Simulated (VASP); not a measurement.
Input of a VASP 6.6.1 run:

File POSCAR:

```
GaAs
1.0
    0.0000000000      2.8999439551      2.8999439551
    2.8999439551      0.0000000000      2.8999439551
    2.8999439551      2.8999439551      0.0000000000
Ga As
1 1
Direct
    0.0000000000      0.0000000000      0.0000000000
    0.2500000000      0.2500000000      0.2500000000
```

The input INCAR.step1:

```
SYSTEM = GaAs
PREC     = Accurate       ! precision mode
ENCUT    = 520            ! plane-wave cutoff, eV
ISMEAR   = -1             ! smearing method
SIGMA    = 0.02           ! smearing width, eV
LREAL    = .False.        ! projectors in reciprocal space
LASPH    = .True.         ! aspherical terms in the spheres
NELM     = 80             ! most SCF steps
NBANDS   = 16             ! bands
GGA      = PE             ! functional
ALGO     = Normal         ! electronic algorithm
EDIFF    = 1E-4           ! SCF threshold, eV
LWAVE    = .True.         ! write WAVECAR
LCHARG   = .False.        ! write CHGCAR
```

Contents of INCAR.step2:

```
SYSTEM = GaAs
PREC     = Accurate       ! precision mode
ENCUT    = 520            ! plane-wave cutoff, eV
EDIFF    = 1E-6           ! SCF threshold, eV
ISMEAR   = -1             ! smearing method
SIGMA    = 0.02           ! smearing width, eV
LREAL    = .False.        ! projectors in reciprocal space
LASPH    = .True.         ! aspherical terms in the spheres
NELM     = 80             ! most SCF steps
ALGO     = Normal         ! electronic algorithm
ISIF     = 2              ! what is computed and relaxed
LWAVE    = .False.        ! write WAVECAR
LCHARG   = .False.        ! write CHGCAR
METAGGA  = R2SCAN         ! meta-GGA
LMIXTAU  = .True.       
NBANDS   = 16             ! bands
ISTART   = 1
```

KPOINTS

```
regular mesh
0
Gamma
  8 8 8
  0 0 0
```

Potentials or basis: VASP PAW PBE potentials, release 64 (Ga_d, As).

Launch:

```bash
$ cat potpaw_PBE.64/Ga_d/POTCAR potpaw_PBE.64/As/POTCAR > POTCAR
$ cp INCAR.step1 INCAR
$ mpirun -np 1 vasp_std > vasp.out
$ cp INCAR.step2 INCAR
$ mpirun -np 1 vasp_std > vasp.out
```

(1) What does it give for the pressure?

(2) What does it give for the band gap on the k mesh?

Results:

(1) -4.3 GPa.

(2) 0.39 eV, direct.

Caveat: the cell differs from its parent crystal (strain +2.4%); the PAW data sets were made with another functional, which shifts forces and pressure a little.
